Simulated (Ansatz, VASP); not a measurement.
Si2C: VASP beside Ansatz

INCAR

```
SYSTEM = Si2C
  PREC = Accurate
  ENCUT = 520
  EDIFF = 1E-6
  ISMEAR = 0
  SIGMA = 0.1
  LREAL = .FALSE.
  LASPH = .TRUE.
  NELM = 80
  ALGO = Normal
  ISIF = 2
  LWAVE = .FALSE.
  LCHARG = .FALSE.
  GGA = PE
  NBANDS = 21
```

File KPOINTS:

```
Automatic mesh
0
G
  6 6 2
  0 0 0
```

File POSCAR:

```
Si2C
1.0
    3.4407771500      0.0000000000      0.0000000000
   -1.7203885800      2.9798004200      0.0000000000
    0.0000000000      0.0000000000      8.4281483500
Si C
4 2
Direct
    0.0000000000      0.0000000000      0.3750000000
    0.3333333300      0.6666666700      0.0416666700
    0.0000000000      0.0000000000      0.6250000000
    0.6666666700      0.3333333300      0.9583333300
    0.6666666700      0.3333333300      0.7083333300
    0.3333333300      0.6666666700      0.2916666700
```

Input for Ansatz:

```yaml
crystal:
  lattice:
    - [3.44077715, 0.0, 0.0]
    - [-1.72038858, 2.97980042, 0.0]
    - [0.0, 0.0, 8.42814835]
  atoms:
    - { symbol: Si, position: [0.0, 0.0, 0.375] }
    - { symbol: Si, position: [0.33333333, 0.66666667, 0.04166667] }
    - { symbol: Si, position: [0.0, 0.0, 0.625] }
    - { symbol: Si, position: [0.66666667, 0.33333333, 0.95833333] }
    - { symbol: C, position: [0.66666667, 0.33333333, 0.70833333] }
    - { symbol: C, position: [0.33333333, 0.66666667, 0.29166667] }
basis:
  ecutwfc: 420
kpoints:
  mp_grid: { grid: [6, 6, 2] }
hamiltonian:
  xc: pbe
scf:
  occupations: { method: gaussian, width: 0.1 }
  lower_state_search: "off"
output:
  forces: true
  stress: true
  eigenvalues: true
```

Alike in both runs: task single point; functional PBE; k mesh 6 × 6 × 2; occupations gaussian, width 0.1 eV; no spin polarisation.

|  | VASP | Ansatz |
| --- | --- | --- |
| version | VASP 6.6.1 | Ansatz 0.2.0 |
| potentials or method | VASP PAW PBE potentials, release 64 (Si, C), cutoff 520 eV | scalar-relativistic, plane waves, PAW |
| valence electrons in the cell | 24 | 24 |

```csv
,VASP,Ansatz,Ansatz less VASP
gap on the k mesh at the Fermi level (eV),0.51,0.51,+0.004
least direct gap on the mesh (eV),0.86,0.86,+0.002
pressure (GPa),-0.3,-0.3,+0.06
"traceless stress, the component that is largest in VASP (GPa)",0.49,0.52,+0.035
rms of the force components (eV/Å),2.420,2.431,+0.0112
```

Atom by atom the forces differ by 0.012 eV/Å (rms over components). With one functional, cell and mesh, what is left measures potentials, basis and numerics.
